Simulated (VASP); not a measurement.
# Si3C4 (P-3m1) in VASP: single point with PBE

Aim: the single point of Si3C4 with PBE.

All numbers are computed with VASP 6.6.1; they aren't measurements. Logs are shortened: lines on timing, memory, paths and dates and some standing lists are left out, and cuts for length are marked.

### Step 1. The cell of the first run

Symmetry: P-3m1, No. 164, trigonal system. Conventional cell: a = 3.004 Å, b = 3.004 Å, c = 8.893 Å, α = 90.00°, β = 90.00°, γ = 120.00°. Si (site symmetry -3m) has 6 C at 2.04 Å within 2.7 Å. Within 2.4 Å of Si (site symmetry 3m) lie 4 C at 1.83 to 1.90 Å. Within 2.0 Å of C (site symmetry 3m) lie 1 C at 1.53 Å and 3 Si at 1.90 Å. C (site symmetry 3m) has 4 Si at 1.83 to 2.04 Å within 2.4 Å.

### Step 2. Single point, PBE

POSCAR reads:

```
Si3C4
1.0
    3.0041700573      0.0000000000      0.0000000000
   -1.5020850286      2.6016875869      0.0000000000
    0.0000000000      0.0000000000      8.8932098622
Si C
3 4
Direct
    0.0000000000      0.0000000000      0.5000000000
    0.6666666667      0.3333333333      0.1727096351
    0.3333333333      0.6666666667      0.8272903649
    0.0000000000      0.0000000000      0.0858734323
    0.3333333333      0.6666666667      0.6216581150
    0.0000000000      0.0000000000      0.9141265677
    0.6666666667      0.3333333333      0.3783418850
```

INCAR.step1 reads:

```
SYSTEM = Si3C4
PREC = Accurate
ENCUT = 520
EDIFF = 1E-7
ISMEAR = 0
SIGMA = 0.1
LREAL = .FALSE.
LASPH = .TRUE.
NELM = 60
ALGO = Normal
ISIF = 2
LWAVE = .FALSE.
LCHARG = .TRUE.
GGA = PE
NBANDS = 23
```

KPOINTS.step1 reads:

```
Automatic mesh
0
G
  12 12 4
  0 0 0
```

INCAR.step2 reads:

```
SYSTEM = Si3C4
PREC = Accurate
ENCUT = 520
EDIFF = 1E-7
ISMEAR = -5
SIGMA = 0.1
LREAL = .FALSE.
LASPH = .TRUE.
NELM = 60
ALGO = Normal
ISIF = 2
LWAVE = .FALSE.
LCHARG = .FALSE.
GGA = PE
LORBIT = 10
NBANDS = 23
NEDOS = 2001
ICHARG = 11
```

KPOINTS.step2 reads:

```
Automatic mesh
0
G
  18 18 6
  0 0 0
```

Potentials or basis: VASP PAW PBE potentials, release 64 (Si, C).

The run is started by

```sh
$ cat potpaw_PBE.64/Si/POTCAR potpaw_PBE.64/C/POTCAR > POTCAR
$ cp INCAR.step1 INCAR
$ cp KPOINTS.step1 KPOINTS
$ mpirun -np 1 vasp_std > vasp.out
$ cp INCAR.step2 INCAR
$ cp KPOINTS.step2 KPOINTS
$ mpirun -np 1 vasp_std > vasp.out
```

OUTCAR:

```text
SYSTEM = Si3C4
   PREC = Accurate
   ENCUT = 520
   EDIFF = 1E-7
   ISMEAR = -5
   LREAL = .FALSE.
   LASPH = .TRUE.
   NELM = 60
   ISIF = 2
   GGA = PE
   LORBIT = 10
   ICHARG = 11

 ion  position               nearest neighbor table
   1  0.000  0.000  0.500-   5 2.04   7 2.04   5 2.04   7 2.04   7 2.04   5 2.04
   2  0.667  0.333  0.173-   7 1.83   4 1.90   4 1.90   4 1.90
   3  0.333  0.667  0.827-   5 1.83   6 1.90   6 1.90   6 1.90
   4  0.000  0.000  0.086-   6 1.53   2 1.90   2 1.90   2 1.90
   5  0.333  0.667  0.622-   3 1.83   1 2.04   1 2.04   1 2.04
   6  0.000  0.000  0.914-   4 1.53   3 1.90   3 1.90   3 1.90
   7  0.667  0.333  0.378-   2 1.83   1 2.04   1 2.04   1 2.04

  LATTYP: Found a hexagonal cell.
 ALAT       =     3.0041700573
 C/A-ratio  =     2.9602884299

  Lattice vectors:

 A1 = (   3.0041700573,   0.0000000000,   0.0000000000)
 A2 = (  -1.5020850286,   2.6016875869,   0.0000000000)
 A3 = (   0.0000000000,   0.0000000000,   8.8932098622)

Analysis of symmetry for initial positions (statically):
=====================================================================
 Subroutine PRICEL returns:
 Original cell was already a primitive cell.

 Routine SETGRP: Setting up the symmetry group for a
 hexagonal supercell.

 Subroutine GETGRP returns: Found 12 space group operations
 (whereof 12 operations were pure point group operations)
 out of a pool of 24 trial point group operations.

The static configuration has the point symmetry D_3d.

Analysis of symmetry for dynamics (positions and initial velocities):
=====================================================================
 Subroutine PRICEL returns:
 Original cell was already a primitive cell.

 Routine SETGRP: Setting up the symmetry group for a
 hexagonal supercell.

 Subroutine GETGRP returns: Found 12 space group operations
 (whereof 12 operations were pure point group operations)
 out of a pool of 24 trial point group operations.

The dynamic configuration has the point symmetry D_3d.

 Subroutine INISYM returns: Found 12 space group operations
 (whereof 12 operations are pure point group operations),
 and found     1 'primitive' translations

----------------------------------------------------------------------------------------

                                     Primitive cell

  volume of cell :      69.5085

  direct lattice vectors                    reciprocal lattice vectors
     3.004170057  0.000000000  0.000000000     0.332870637  0.192182952  0.000000000
    -1.502085029  2.601687587  0.000000000     0.000000000  0.384365904  0.000000000
     0.000000000  0.000000000  8.893209862     0.000000000  0.000000000  0.112445339

  length of vectors
     3.004170057  3.004170057  8.893209862     0.384365904  0.384365904  0.112445339

  position of ions in fractional coordinates (direct lattice)
     0.000000000  0.000000000  0.500000000
     0.666666667  0.333333333  0.172709635
     0.333333333  0.666666667  0.827290365
     0.000000000  0.000000000  0.085873432
     0.333333333  0.666666667  0.621658115
     0.000000000  0.000000000  0.914126568
     0.666666667  0.333333333  0.378341885

  ion indices of the primitive-cell ions
   primitive index   ion index
                 1           1
                 2           2
                 3           3
                 4           4
                 5           5
                 6           6
                 7           7

----------------------------------------------------------------------------------------

 KPOINTS: Automatic mesh

Automatic generation of k-mesh.
 Grid dimensions read from file:
 generate k-points for:   18   18    6

 Generating k-lattice:

  Cartesian coordinates                     Fractional coordinates (reciprocal lattice)
     0.018492813  0.010676831  0.000000000     0.055555556  0.000000000  0.000000000
     0.000000000  0.021353661  0.000000000     0.000000000  0.055555556  0.000000000
     0.000000000  0.000000000  0.018740890     0.000000000  0.000000000  0.166666667

  Length of vectors
     0.021353661  0.021353661  0.018740890

  Shift w.r.t. Gamma in fractional coordinates (k-lattice)
     0.000000000  0.000000000  0.000000000

 TETIRR: Found   2825 inequivalent tetrahedra from    11664

 Subroutine IBZKPT returns following result:
 ===========================================

 Found    202 irreducible k-points:

 Following reciprocal coordinates:
            Coordinates               Weight
  0.000000  0.000000  0.000000      1.000000
  0.055556 -0.000000  0.000000      6.000000
  0.111111 -0.000000  0.000000      6.000000
  0.166667  0.000000  0.000000      6.000000
  0.222222  0.000000  0.000000      6.000000
  0.277778  0.000000  0.000000      6.000000
[... 16 lines left out ...]
  0.333333  0.111111  0.000000     12.000000
  0.388889  0.111111  0.000000     12.000000
 [... further k-points ...]
   k-points           NKPTS =    202   k-points in BZ     NKDIM =    202   number of bands    NBANDS=     23
   number of dos      NEDOS =   2001   number of ions     NIONS =      7
   total plane-waves  NPLWV =  40320
   dimension x,y,z NGX =    24 NGY =   24 NGZ =   70
   dimension x,y,z NGXF=    48 NGYF=   48 NGZF=  140
   ions per type =               3   4
   NGX,Y,Z   is equivalent  to a cutoff of  13.28, 13.28, 13.09 a.u.
   NGXF,Y,Z  is equivalent  to a cutoff of  26.56, 26.56, 26.17 a.u.
 SYSTEM =  Si3C4
   PREC   = accura    normal or accurate (medium, high low for compatibility)
   ISTART =      0    job   : 0-new  1-cont  2-samecut
   ICHARG =     11    charge: 1-file 2-atom 10-const
   ISPIN  =      1    spin polarized calculation?
   LNONCOLLINEAR =      F non collinear calculations
   LSORBIT =      F    spin-orbit coupling
   LASPH  =      T    aspherical Exc in radial PAW
   ENCUT  =  520.0 eV  38.22 Ry    6.18 a.u.   5.59  5.59 16.54*2*pi/ulx,y,z
   NELM   =     60;   NELMIN=  2; NELMDL=  0     # of ELM steps
   EDIFF  = 0.1E-06   stopping-criterion for ELM
   LREAL  =      F    real-space projection
   EDIFFG = 0.1E-05   stopping-criterion for IOM
   NSW    =      0    number of steps for IOM
   IBRION =     -1    ionic relax: 0-MD 1-quasi-New 2-CG
   NFREE  =      0    steps in history (QN), initial steepest desc. (CG)
   ISIF   =      2    stress and relaxation
   ISYM   =      2    0-nonsym 1-usesym 2-fastsym
   POTIM  = 0.5000    time-step for ionic-motion
   TEBEG  =    0.0;   TEEND  =   0.0 temperature during run
   PSTRESS=    0.0 pullay stress
   NELECT =      28.0000    total number of electrons
   NUPDOWN=      -1.0000    fix difference up-down
   EMIN   =  10.00;   EMAX   =-10.00  energy-range for DOS
   EFERMI =   0.00;   METHOD = LEGACY
   ISMEAR =    -5;   SIGMA  =   0.10  broadening in eV -4-tet -1-fermi 0-gaus
   EFERMI_NEDOS =   21; number of points for ismear=-14 and -15
   IALGO  =     38    algorithm
   IMIX   =      4    mixing-type and parameters
     AMIX     =   0.40;   BMIX     =  1.00
     AMIX_MAG =   1.60;   BMIX_MAG =  1.00
  volume/ion in A,a.u.               =       9.93        67.01
  Fermi-wavevector in a.u.,A,eV,Ry     =   1.209061  2.284793 19.889375  1.461828
  Thomas-Fermi vector in A             =   2.344650
   LORBIT       =     10    0 simple, 1 ext, 2 COOP (PROOUT), +10 PAW based schemes
   GGA     = PE    functional components
   LHFCALC =     F    Hartree Fock is set to
   AEXX    =    0.0000 exact exchange contribution
   IVDW    =     0    specifies the selected vdW correction
   LEPSILON=     F    determine dielectric tensor
   LRPA    =     F    only Hartree local field effects (RPA)
 non-spin polarized calculation
 Fermi weights with tetrahedron method with Bloechl corrections
  energy-cutoff  :      520.00
  volume of cell :       69.51
 maximum number of plane-waves:      1917
 NGX is ok and might be reduce to    24

 number of electron      27.9999998 magnetization

 Free energy of the ion-electron system (eV)
  ---------------------------------------------------
  ext. energy  EPLUGINS =         0.00000000
  ---------------------------------------------------
  free energy    TOTEN  =       -50.11846054 eV

  energy without entropy =      -50.11846054  energy(sigma->0) =      -50.11846054

 E-fermi :   8.1999     XC(G=0): -11.4850

 val. band max:        8.2519755586   @ k =   0.0000   0.1111   0.3333
 cond. band min:       8.1673181236   @ k =  -0.0556   0.2222   0.3333
 fundamental gap:     -0.0846574351
 Fermi energy:         8.1998573799

 k-point     1 :       0.0000    0.0000    0.0000
  band No.  band energies     occupation
      1      -8.4739      2.00000
      2      -6.5666      2.00000
      3      -5.7653      2.00000
      4      -2.2665      2.00000
      5      -0.7833      2.00000
      6       4.1026      2.00000
[... 15 lines left out ...]
     22      15.7257      0.00000
     23      15.7261      0.00000

 k-point     2 :       0.0556   -0.0000    0.0000
  band No.  band energies     occupation
      1      -8.4220      2.00000
      2      -6.5110      2.00000
      3      -5.7098      2.00000
      4      -2.2254      2.00000
      5      -0.7399      2.00000
      6       4.1019      2.00000
[... 15 lines left out ...]
     22      15.7244      0.00000
     23      15.9716      0.00000

 k-point     3 :       0.1111   -0.0000    0.0000
  band No.  band energies     occupation
      1      -8.2674      2.00000
      2      -6.3448      2.00000
      3      -5.5443      2.00000
      4      -2.1046      2.00000
      5      -0.6130      2.00000
      6       4.0829      2.00000
[... 15 lines left out ...]
     22      16.1431      0.00000
     23      16.4955      0.00000

 k-point     4 :       0.1667    0.0000    0.0000
  band No.  band energies     occupation
      1      -8.0136      2.00000
      2      -6.0703      2.00000
      3      -5.2712      2.00000
      4      -1.9124      2.00000
      5      -0.4157      2.00000
      6       3.8613      2.00000
[... 15 lines left out ...]
     22      16.1048      0.00000
     23      16.7303      0.00000

 k-point     5 :       0.2222    0.0000    0.0000
  band No.  band energies     occupation
      1      -7.6674      2.00000
      2      -5.6919      2.00000
      3      -4.8956      2.00000
      4      -1.6672      2.00000
      5      -0.1817      2.00000
      6       2.9790      2.00000
[... 434 lines left out ...]
 k-point    22 :       0.2778    0.1111    0.0000
  band No.  band energies     occupation
      1      -6.6296      2.00000
      2      -4.5146      2.00000
      3      -3.7355      2.00000
      4      -1.1448      2.00000
      5      -0.0943      2.00000
      6       1.8101      2.00000
[... 15 lines left out ...]
     22      16.7754      0.00000
     23      17.8327      0.00000

 k-point    23 :       0.3333    0.1111    0.0000
  band No.  band energies     occupation
      1      -6.1499      2.00000
      2      -3.9265      2.00000
      3      -3.1674      2.00000
      4      -1.1615      2.00000
      5      -0.5118      2.00000
      6       1.3541      2.00000
[... 15 lines left out ...]
     22      16.2633      0.00000
     23      17.9971      0.00000

 k-point    24 :       0.3889    0.1111    0.0000
  band No.  band energies     occupation
      1      -5.7563      2.00000
      2      -3.3976      2.00000
      3      -2.6614      2.00000
      4      -1.4126      2.00000
      5      -0.8555      2.00000
      6       0.5773      2.00000
[... 15 lines left out ...]
     22      15.7665      0.00000
     23      18.0403      0.00000

 [... further k-points ...]

------------------------ aborting loop because EDIFF is reached ----------------------------------------

  FORCE on cell =-STRESS in cart. coord.  units (eV):
  Direction    XX          YY          ZZ          XY          YZ          ZX
  --------------------------------------------------------------------------------------
  -------------------------------------------------------------------------------------
  Total       -0.0196127     -0.0196127      0.0851258     -0.0000000      0.0000000     -0.0000000
  in kB       -0.4520751     -0.4520751      1.9621556     -0.0000000      0.0000000     -0.0000000
  external PRESSURE =       0.3526685 kB  Pullay stress =       0.0000000 kB

 VOLUME and BASIS-vectors are now :
 -----------------------------------------------------------------------------
  energy-cutoff  :      520.00
  volume of cell :       69.51
      direct lattice vectors                 reciprocal lattice vectors
     3.004170057  0.000000000  0.000000000     0.332870637  0.192182952  0.000000000
    -1.502085029  2.601687587  0.000000000     0.000000000  0.384365904  0.000000000
     0.000000000  0.000000000  8.893209862     0.000000000  0.000000000  0.112445339

 POSITION                                       TOTAL-FORCE (eV/Angst)
 -----------------------------------------------------------------------------------
      0.00000      0.00000      4.44660         0.000000      0.000000      0.000000
      1.50209      0.86723      1.53594         0.000000     -0.000000     -0.059656
     -0.00000      1.73446      7.35727        -0.000000      0.000000      0.059656
      0.00000      0.00000      0.76369         0.000000     -0.000000      0.083409
     -0.00000      1.73446      5.52854         0.000000      0.000000     -0.030563
      0.00000      0.00000      8.12952         0.000000      0.000000     -0.083409
      1.50209      0.86723      3.36467        -0.000000     -0.000000      0.030563
 -----------------------------------------------------------------------------------
    total drift:                               -0.000000      0.000000      0.000000

  FREE ENERGIE OF THE ION-ELECTRON SYSTEM (eV)
  ---------------------------------------------------
  free  energy   TOTEN  =       -50.1184605432 eV

  energy  without entropy=      -50.1184605432  energy(sigma->0) =      -50.11846054

 total charge

# of ion       s       p       d       tot
------------------------------------------
    1        0.660   0.857   0.000   1.517
    2        0.727   1.002   0.000   1.728
    3        0.727   1.002   0.000   1.728
    4        0.841   1.683   0.000   2.523
    5        0.885   1.513   0.000   2.398
    6        0.841   1.683   0.000   2.523
    7        0.885   1.513   0.000   2.398
--------------------------------------------------
tot          5.564   9.251   0.000  14.815
```

Wall time 4.4 min (1 thread of Intel Xeon Platinum 8375C at 2.90GHz (Ice Lake), shared host); peak memory 0.35 GiB.

Results:

```yaml
Valence_electrons_inside_the_program's_atomic_spheres: Si 1.52, 1.73 (each value once); C 2.52, 2.40 (each value once)
```

Levels at points of the mesh, in eV from the Fermi level:
```tsv
k point	band 11	band 12	band 13	band 14	band 15	band 16	band 17	band 18
(0.00, 0.00, 0.00)	0.24	0.94	0.94	1.01	1.01	4.56	5.22	7.16
(0.50, 0.00, 0.00)	-3.53	-1.94	-1.32	-1.31	0.82	2.45	3.43	4.34
(0.00, 0.00, 0.50)	0.45	0.48	0.48	1.26	1.26	4.58	4.61	6.97
(0.50, 0.00, 0.50)	-2.62	-2.22	-2.01	-0.79	0.46	2.04	2.77	5.10
```

Caveat: tetrahedron occupations give inexact forces and stress in metals.
